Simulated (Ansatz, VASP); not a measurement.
One calculation of ZrF3, two programs

```
Zr F
1.0
     1.49872   -2.06386    0.00000
     1.49872    2.06386    0.00000
     0.00000    0.00000    8.23882
Zr F
1 3
Direct
  0.00000 0.00000 0.00000
  0.50000 0.50000 0.74701
  0.00000 0.00000 0.50000
  0.50000 0.50000 0.25299
```

Change from the starting cell: species swapped into the VFe3 type (Cmmm, No. 65).

Alike in both runs: task relaxation of cell and atoms; functional PBE; k mesh 8 × 8 × 2; occupations gaussian, width 0.1 eV; no spin polarisation.

|  | VASP | Ansatz |
| --- | --- | --- |
| version | VASP 6.6.1 | Ansatz 0.2.0 |
| potentials or method | VASP PAW PBE potentials, release 64 (Zr_sv, F), cutoff 600 eV | scalar-relativistic, plane waves, PAW |
| valence electrons in the cell | 33 | 33 |

Ansatz gave:

- gap on the k mesh at the Fermi level, each at its own relaxed structure (eV): none
- relaxed volume (Å³/atom): 10.61
- relaxed cell length with the largest relative difference (Å): 3.085

What did VASP give for the same quantities?

gap on the k mesh at the Fermi level, each at its own relaxed structure (eV): none; relaxed volume (Å³/atom): 10.18; relaxed cell length with the largest relative difference (Å): 3.015.

A gap of «none» marks a metal or a gap that the smearing closes.

The k mesh is coarse, so the values compare programs but aren't converged. Noted on VASP's run: the volume moved by over 15 % at a fixed basis, so the end points are rough.
